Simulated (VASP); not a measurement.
# P: relaxation of cell and atoms with PBE+D4

The system is P.

```
CELL_PARAMETERS angstrom
1.64774 -5.46504 0.00000
1.64774 5.46504 0.00000
0.00000 0.00000 4.54364
ATOMIC_POSITIONS crystal
P 0.90414 0.09586 0.58882
P 0.09586 0.90414 0.41118
P 0.59586 0.40414 0.08882
P 0.40414 0.59586 0.91118
```

| Quantity | Value |
| --- | --- |
| Program | VASP 6.6.1 |
| Task | relaxation of cell and atoms |
| Functional | PBE |
| Dispersion | D4 |
| Potentials or basis | VASP PAW PBE potentials, release 64 (P) |
| Cutoff | 600 eV |
| k mesh | 8 × 8 × 6 |
| Occupations | fermi-dirac, width 0.05 eV |
| Spin | no spin polarisation |
| Dipole correction | no |
| Further INCAR settings | ALGO = Normal; EDIFF = 1e-06; IBRION = 2; EDIFFG = -0.01; NSW = 60; ISIF = 3 |

| Property | Result |
| --- | --- |
| Relaxed volume | 17.76 Å³/atom |
| Relaxed cell | a = 5.361 Å, b = 5.361 Å, c = 4.203 Å, α = 90.00°, β = 90.00°, γ = 143.98° |
| Space group after relaxing (to 0.1 Å) | Cmce (No. 64) |
| Energy gained by relaxing | 28.5 meV/atom |
| Ionic steps | 25 |
| Pressure after relaxing | 0.0 GPa |
| Largest force after relaxing | 0.008 eV/Å |
| Band gap on the k mesh | zero (bands 10 and 11 overlap by 0.21 eV) |
| Dispersion energy per atom | -0.416 eV |

Forces in eV/Å, atoms in the order of the input:
```
P    0.000  0.002 -0.008
P    0.000 -0.002  0.008
P    0.000 -0.002 -0.008
P    0.000  0.002  0.008
```

The path:
```
step  energy change (eV)  largest force (eV/Å)  pressure (GPa)  volume (Å³)
   1              0.0000                0.2995           -1.04        81.83
   2             -0.0216                0.2356           -0.50        80.27
   3             -0.0313                0.3072            0.15        78.56
   4             -0.0459                0.2155           -0.01        77.87
   5             -0.0712                0.0141           -0.41        75.99
   6             -0.0635                0.3892           -0.93        72.25
   7             -0.0778                0.1569           -0.64        74.55
   8             -0.0915                0.1192           -0.56        73.60
   9             -0.1088                0.0507           -0.28        71.66
  10             -0.0955                0.1219            0.91        67.78
  11             -0.1118                0.0333            0.06        70.50
  12             -0.1118                0.0311            0.04        70.58
  13             -0.1122                0.0307            0.01        70.70
  14             -0.1130                0.0356           -0.07        71.05
  15             -0.1121                0.0670           -0.22        71.76
  16             -0.1131                0.0398           -0.10        71.23
  17             -0.1135                0.0219           -0.04        71.21
  18             -0.1135                0.0384            0.04        71.19
  19             -0.1135                0.0286            0.01        71.20
  20             -0.1138                0.0059           -0.06        71.19
  21             -0.1138                0.0070           -0.06        71.19
  22             -0.1138                0.0124            0.01        71.11
  23             -0.1138                0.0164            0.04        71.07
  24             -0.1139                0.0103            0.01        71.05
  25             -0.1139                0.0082           -0.02        71.04
```

Final structure:
```cif
data_structure
_symmetry_space_group_name_H-M 'P 1'
_symmetry_Int_Tables_number 1
_cell_length_a 5.3609
_cell_length_b 5.3609
_cell_length_c 4.2034
_cell_angle_alpha 90.000
_cell_angle_beta 90.000
_cell_angle_gamma 143.982
_cell_volume 71.04
loop_
_atom_site_label
_atom_site_type_symbol
_atom_site_fract_x
_atom_site_fract_y
_atom_site_fract_z
_atom_site_occupancy
P1 P 0.89414 0.10586 0.57379 1
P2 P 0.10586 0.89414 0.42621 1
P3 P 0.60586 0.39414 0.07379 1
P4 P 0.39414 0.60586 0.92621 1
```

Levels at points of the mesh, in eV from the Fermi level:
| k point | band 6 | band 7 | band 8 | band 9 | band 10 | band 11 | band 12 | band 13 | band 14 |
| --- | --- | --- | --- | --- | --- | --- | --- | --- | --- |
| (0.00, 0.00, 0.00) | -4.36 | -4.11 | -2.92 | -2.69 | -1.46 | 0.91 | 1.19 | 1.85 | 3.33 |
| (0.50, 0.00, 0.00) | -5.13 | -3.30 | -3.30 | -2.72 | -2.72 | 0.79 | 0.79 | 1.03 | 1.03 |
| (0.50, 0.50, 0.00) | -5.38 | -4.39 | -2.22 | -1.80 | -0.33 | 0.43 | 0.59 | 2.41 | 3.05 |
| (0.00, 0.00, 0.50) | -5.17 | -3.15 | -3.15 | -0.99 | -0.99 | 1.43 | 1.43 | 2.25 | 2.25 |
| (0.50, 0.00, 0.50) | -5.89 | -5.80 | -5.80 | -2.12 | -2.12 | 1.58 | 1.58 | 4.54 | 4.54 |
| (0.50, 0.50, 0.50) | -3.23 | -2.48 | -2.48 | -1.36 | -1.36 | 1.31 | 1.31 | 2.67 | 2.67 |

It took 49 min on 1 thread of Oxide Virtual Turin-like Processor, on a shared host, peak memory 0.29 GiB.
